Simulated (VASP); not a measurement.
# Li2Se (Fm-3m) in VASP: a series of runs, part 2 of 2

VASP 6.6.1.

### 5 Single point, HSE06

This run uses another cell than the first one, of 17.77 Å³/atom.

File POSCAR:

```
Li2Se
1.0
    0.0000000000      2.9868890479      2.9868890479
    2.9868890479      0.0000000000      2.9868890479
    2.9868890479      2.9868890479      0.0000000000
Li Se
2 1
Direct
    0.7500000000      0.7500000000      0.7500000000
    0.2500000000      0.2500000000      0.2500000000
    0.0000000000      0.0000000000      0.0000000000
```

File INCAR.step1:

```
ALGO = Normal ; EDIFF = 1E-5
ENCUT = 650 ; GGA = PE
GGA_COMPAT = F ; ISIF = 2
ISMEAR = -1 ; LASPH = T
LCHARG = F ; LREAL = F
LWAVE = T ; NBANDS = 13
NELM = 120 ; PREC = Accurate
SIGMA = 0.02
```

File INCAR.step2:

```
ALGO = Normal ; EDIFF = 1E-6
ENCUT = 650 ; GGA = PE
GGA_COMPAT = F ; HFSCREEN = 0.2079
ISIF = 2 ; ISMEAR = -1
ISTART = 1 ; LASPH = T
LCHARG = F ; LHFCALC = T
LREAL = F ; LWAVE = F
NBANDS = 13 ; NELM = 120
PREC = Accurate ; PRECFOCK = Normal
SIGMA = 0.02
```

File KPOINTS:

```
k-points
0
Gamma
  4 4 4
```

Potentials or basis: VASP PAW PBE potentials, release 64 (Li_sv, Se).

Started as:

```
> cat potpaw_PBE.64/Li_sv/POTCAR potpaw_PBE.64/Se/POTCAR > POTCAR
> cp INCAR.step1 INCAR
> mpirun -np 1 vasp_std > vasp.out
> cp INCAR.step2 INCAR
> mpirun -np 1 vasp_std > vasp.out
```

OUTCAR:

```text
EDIFF = 1E-6
   ENCUT = 650
   GGA = PE
   HFSCREEN = 0.2079
   ISIF = 2
   ISMEAR = -1
   ISTART = 1
   LASPH = T
   LHFCALC = T
   LREAL = F
   NELM = 120
   PREC = Accurate
   PRECFOCK = Normal

 ion  position               nearest neighbor table
   1  0.750  0.750  0.750-   3 2.59   3 2.59   3 2.59   3 2.59
   2  0.250  0.250  0.250-   3 2.59   3 2.59   3 2.59   3 2.59
   3  0.000  0.000  0.000-   1 2.59   1 2.59   1 2.59   1 2.59   2 2.59   2 2.59   2 2.59   2 2.59

  LATTYP: Found a face centered cubic cell.
 ALAT       =     5.9737780958

  Lattice vectors:

 A1 = (   0.0000000000,   2.9868890479,   2.9868890479)
 A2 = (   2.9868890479,   0.0000000000,   2.9868890479)
 A3 = (   2.9868890479,   2.9868890479,   0.0000000000)

Analysis of symmetry for initial positions (statically):
=====================================================================
 Subroutine PRICEL returns:
 Original cell was already a primitive cell.

 Routine SETGRP: Setting up the symmetry group for a
 face centered cubic supercell.

 Subroutine GETGRP returns: Found 48 space group operations
 (whereof 48 operations were pure point group operations)
 out of a pool of 48 trial point group operations.

The static configuration has the point symmetry O_h .

Analysis of symmetry for dynamics (positions and initial velocities):
=====================================================================
 Subroutine PRICEL returns:
 Original cell was already a primitive cell.

 Routine SETGRP: Setting up the symmetry group for a
 face centered cubic supercell.

 Subroutine GETGRP returns: Found 48 space group operations
 (whereof 48 operations were pure point group operations)
 out of a pool of 48 trial point group operations.

The dynamic configuration has the point symmetry O_h .

 Subroutine INISYM returns: Found 48 space group operations
 (whereof 48 operations are pure point group operations),
 and found     1 'primitive' translations

----------------------------------------------------------------------------------------

                                     Primitive cell

  volume of cell :      53.2951

  direct lattice vectors                    reciprocal lattice vectors
     0.000000000  2.986889048  2.986889048    -0.167398250  0.167398250  0.167398250
     2.986889048  0.000000000  2.986889048     0.167398250 -0.167398250  0.167398250
     2.986889048  2.986889048  0.000000000     0.167398250  0.167398250 -0.167398250

  length of vectors
     4.224099001  4.224099001  4.224099001     0.289942274  0.289942274  0.289942274

  position of ions in fractional coordinates (direct lattice)
     0.750000000  0.750000000  0.750000000
     0.250000000  0.250000000  0.250000000
     0.000000000  0.000000000  0.000000000

  ion indices of the primitive-cell ions
   primitive index   ion index
                 1           1
                 2           2
                 3           3

----------------------------------------------------------------------------------------

[... 38 lines left out ...]
   dimension x,y,z NGXF=    72 NGYF=   72 NGZF=   72
   ions per type =               2   1
   NGX,Y,Z   is equivalent  to a cutoff of  14.17, 14.17, 14.17 a.u.
   NGXF,Y,Z  is equivalent  to a cutoff of  28.34, 28.34, 28.34 a.u.
 SYSTEM =  unknown system
   PREC   = accura    normal or accurate (medium, high low for compatibility)
   ISTART =      1    job   : 0-new  1-cont  2-samecut
   ICHARG =      0    charge: 1-file 2-atom 10-const
   ISPIN  =      1    spin polarized calculation?
   LNONCOLLINEAR =      F non collinear calculations
   LSORBIT =      F    spin-orbit coupling
   LASPH  =      T    aspherical Exc in radial PAW
   ENCUT  =  650.0 eV  47.77 Ry    6.91 a.u.   8.78  8.78  8.78*2*pi/ulx,y,z
   NELM   =    120;   NELMIN=  2; NELMDL=  0     # of ELM steps
   EDIFF  = 0.1E-05   stopping-criterion for ELM
   LREAL  =      F    real-space projection
   EDIFFG = 0.1E-04   stopping-criterion for IOM
   NSW    =      0    number of steps for IOM
   IBRION =     -1    ionic relax: 0-MD 1-quasi-New 2-CG
   NFREE  =      0    steps in history (QN), initial steepest desc. (CG)
   ISIF   =      2    stress and relaxation
   ISYM   =      3    0-nonsym 1-usesym 2-fastsym
   POTIM  = 0.5000    time-step for ionic-motion
   TEBEG  =    0.0;   TEEND  =   0.0 temperature during run
   PSTRESS=    0.0 pullay stress
   NELECT =      12.0000    total number of electrons
   NUPDOWN=      -1.0000    fix difference up-down
   EMIN   =  10.00;   EMAX   =-10.00  energy-range for DOS
   EFERMI =   0.00;   METHOD = LEGACY
   ISMEAR =    -1;   SIGMA  =   0.02  broadening in eV -4-tet -1-fermi 0-gaus
   EFERMI_NEDOS =   21; number of points for ismear=-14 and -15
   IALGO  =     38    algorithm
   IMIX   =      1    mixing-type and parameters
     AMIX     =   0.40;   BMIX     =  1.00
     AMIX_MAG =   1.60;   BMIX_MAG =  1.00
  volume/ion in A,a.u.               =      17.77       119.88
  Fermi-wavevector in a.u.,A,eV,Ry     =   0.995954  1.882081 13.495963  0.991925
  Thomas-Fermi vector in A             =   2.128010
   LORBIT       =      0    0 simple, 1 ext, 2 COOP (PROOUT), +10 PAW based schemes
   GGA     = PE    functional components
   LHFCALC =     T    Hartree Fock is set to
   PRECFOCK=normal    Normal, Fast or Accurate (Low or Medium for compatibility)
   ENCUT4O =  -1.0   cutoff for four orbital integrals eV
   NKREDX  =     1    reduce k-point grid by
   NKREDY  =     1    reduce k-point grid by
   NKREDZ  =     1    reduce k-point grid by
   AEXX    =    0.2500 exact exchange contribution
   HFSCREEN=    0.2079 screening length (either q_TF or 0.3 A-1)
   HFSCREENC=   0.2079 screening length for correlation (either q_TF or 0.3 A-1)
   ENCUTFOCK=  -1.0 apply spherical cutoff to Coloumb kernel
   IVDW    =     0    specifies the selected vdW correction
   LEPSILON=     F    determine dielectric tensor
   LRPA    =     F    only Hartree local field effects (RPA)
 non-spin polarized calculation
  energy-cutoff  :      650.00
  volume of cell :       53.30
 maximum number of plane-waves:      2044
  NGX = 28; NGY = 28; NGZ = 28

 number of electron      11.9999995 magnetization

 Free energy of the ion-electron system (eV)
  ---------------------------------------------------
  ext. energy  EPLUGINS =         0.00000000
  ---------------------------------------------------
  free energy    TOTEN  =       -12.55571597 eV

  energy without entropy =      -12.55571597  energy(sigma->0) =      -12.55571597

 E-fermi :   1.0252     XC(G=0):  -6.9609

 val. band max:        0.4352773942   @ k =   0.0000   0.0000   0.0000
 cond. band min:       4.2571058582   @ k =   0.5000   0.5000   0.0000
 fundamental gap:      3.8218284640
 Fermi energy:         1.0252285117

 k-point     1 :       0.0000    0.0000    0.0000
  band No.  band energies     occupation
      1     -47.3110      2.00000
      2     -47.2842      2.00000
      3     -12.0668      2.00000
      4       0.4353      2.00000
      5       0.4353      2.00000
      6       0.4353      2.00000
      7       4.8594      0.00000
      8       7.1094      0.00000
      9       7.1094      0.00000
     10       7.1094      0.00000
     11      12.2422      0.00000
     12      12.2422      0.00000
     13      12.6344      0.00000
[... 98 lines left out ...]
  band No.  band energies     occupation
      1     -47.2967      2.00000
      2     -47.2967      2.00000
      3     -11.4829      2.00000
      4      -1.6698      2.00000
      5      -1.6698      2.00000
      6      -1.4623      2.00000
      7       6.5194      0.00000
      8       7.9956      0.00000
      9       9.6723      0.00000
     10       9.6723      0.00000
     11      12.9719      0.00000
     12      12.9719      0.00000
     13      13.8664      0.00000

------------------------ aborting loop because EDIFF is reached ----------------------------------------

  FORCE on cell =-STRESS in cart. coord.  units (eV):
  Direction    XX          YY          ZZ          XY          YZ          ZX
  --------------------------------------------------------------------------------------
  -------------------------------------------------------------------------------------
  Total       -0.0823824     -0.0823824     -0.0823824      0.0000000      0.0000000      0.0000000
  in kB       -2.4766117     -2.4766117     -2.4766117      0.0000000      0.0000000      0.0000000
  external PRESSURE =      -2.4766117 kB  Pullay stress =       0.0000000 kB

 VOLUME and BASIS-vectors are now :
 -----------------------------------------------------------------------------
  energy-cutoff  :      650.00
  volume of cell :       53.30
      direct lattice vectors                 reciprocal lattice vectors
     0.000000000  2.986889048  2.986889048    -0.167398250  0.167398250  0.167398250
     2.986889048  0.000000000  2.986889048     0.167398250 -0.167398250  0.167398250
     2.986889048  2.986889048  0.000000000     0.167398250  0.167398250 -0.167398250

 POSITION                                       TOTAL-FORCE (eV/Angst)
 -----------------------------------------------------------------------------------
      4.48033      4.48033      4.48033         0.000000     -0.000000     -0.000000
      1.49344      1.49344      1.49344        -0.000000      0.000000     -0.000000
      0.00000      0.00000      0.00000        -0.000000     -0.000000      0.000000
 -----------------------------------------------------------------------------------
    total drift:                                0.000000      0.000000      0.000000

  FREE ENERGIE OF THE ION-ELECTRON SYSTEM (eV)
  ---------------------------------------------------
  free  energy   TOTEN  =       -12.5557159656 eV

  energy  without entropy=      -12.5557159656  energy(sigma->0) =      -12.55571597
```

It took 4.4 min on 1 thread of Intel Xeon 6975P-C (Granite Rapids), shared host; peak memory 0.31 GiB.

Results:

```yaml
Free_energy: -12.5557 eV
Pressure: -0.2 GPa
Band_gap_on_the_k_mesh: 3.82 eV (least direct gap 4.42 eV)
```

Caveat: the k points lie up to 0.46 Å⁻¹ apart; the PAW data sets were made with another functional, which shifts forces and pressure a little. A k mesh can miss the band edges.

### 6 Overview

```tsv
task	level	potentials or basis	cell	k mesh	cutoff (eV)	smearing	grid for exact exchange (PRECFOCK)	share of exact exchange	screening parameter	gap on the mesh (eV)	pressure (GPa)	relaxed volume (Å³/atom)
relaxation of cell and atoms	LDA	VASP PAW LDA potentials, release 64 (Li_sv, Se)	relaxed from a = 4.247 Å, angles 60.0°, 3 atoms	6 × 6 × 6	750	fermi-dirac 0.02 eV	-	-	-	2.74	0.0	16.68
single point	r2SCAN	VASP PAW PBE potentials, release 64 (Li_sv, Se)	a = 4.233 Å, angles 60.0°, 3 atoms	8 × 8 × 8	830	gaussian 0.01 eV	-	-	-	3.46	-0.2	-
relaxation of cell and atoms	r2SCAN	VASP PAW PBE potentials, release 64 (Li_sv, Se)	relaxed from a = 4.247 Å, angles 60.0°, 3 atoms	6 × 6 × 6	830	fermi-dirac 0.02 eV	-	-	-	3.45	0.0	17.81
single point	HSE06	VASP PAW PBE potentials, release 64 (Li_sv, Se)	a = 4.224 Å, angles 60.0°, 3 atoms	4 × 4 × 4	650	fermi-dirac 0.02 eV	Normal	0.25	0.2079 1/Å	3.82	-0.2	-
```

Alike in all rows: no spin polarisation.

Caveats: some runs use coarse meshes; the PAW data sets were made with another functional, which shifts forces and pressure a little (at least some runs).

Absolute energies hang on the potentials; compare differences alone.
